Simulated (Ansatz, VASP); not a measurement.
# Two plane-wave programs on Cd

```
Cd
1.0
     2.98875    0.00000    0.00000
    -1.49437    2.58833    0.00000
     0.00000    0.00000    5.62598
Cd
2
Cartesian
  0.0000 1.7256 1.4065
  1.4944 0.8628 4.2195
```

Alike in both runs: functional r2SCAN; k mesh 16 × 16 × 8; occupations fermi-dirac, width 0.08 eV; no spin polarisation.

Ansatz relaxed the structure, and its values are those at the end. VASP's run is a single point on that final structure, the one shown.

```csv
,VASP,Ansatz
version,VASP 6.6.1,Ansatz 0.2.0
potentials or method,"VASP PAW PBE potentials, release 64 (Cd)","PAW with Ansatz's default frozen-core files, scalar-relativistic"
plane-wave cutoff (eV),520,500
valence electrons in the cell,24,40
```

```csv
,VASP,Ansatz,Ansatz less VASP
pressure (GPa),0.3,0.0,-0.35
```

VASP's potentials were made for PBE, not for r2SCAN. With one functional, cell and mesh, what is left measures potentials, basis and numerics. VASP's potentials hold 24 valence electrons a cell and Ansatz's 40, so a difference there can come from the potentials and not from the codes.
